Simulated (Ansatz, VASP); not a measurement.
# One calculation of HfO2, two programs

```
Hf O
1.0
     4.83820    0.00000    0.00000
     0.00000    4.83820    0.00000
     0.00000    0.00000    3.22035
Hf O
2 4
Direct
  0.00000 0.00000 0.99927
  0.50000 0.50000 0.50073
  0.19492 0.80508 0.51164
  0.30508 0.30508 0.98836
  0.69492 0.69492 0.98836
  0.80508 0.19492 0.51164
```

Change from the starting cell: mode 12 (420.9 1/cm) frozen in, largest displacement +0.037 Å.

Alike in both runs: task single point; functional r2SCAN; k mesh 6 × 6 × 8; occupations gaussian, width 0.05 eV; no spin polarisation.

|  | VASP | Ansatz |
| --- | --- | --- |
| version | VASP 6.6.1 | Ansatz 0.2.0 |
| potentials or method | VASP PAW PBE potentials, release 64 (Hf_pv, O), cutoff 520 eV | scalar-relativistic, plane waves, PAW |
| valence electrons in the cell | 44 | 76 |

|  | VASP | Ansatz | Ansatz less VASP |
| --- | --- | --- | --- |
| gap on the k mesh at the Fermi level (eV) | 4.49 | 4.56 | +0.062 |
| least direct gap on the mesh (eV) | 4.49 | 4.56 | +0.062 |
| pressure (GPa) | -2.9 | 0.2 | +3.16 |
| traceless stress, the component that is largest in VASP (GPa) | -0.59 | -0.04 | +0.556 |
| rms of the force components (eV/Å) | 0.201 | 0.206 | +0.0053 |

VASP's potentials were made for PBE, not for r2SCAN. Atom by atom the forces differ by 0.026 eV/Å (rms over components). VASP's potentials hold 44 valence electrons a cell and Ansatz's 76, so a difference there can come from the potentials and not from the codes.

Neither program's run includes spin-orbit coupling.
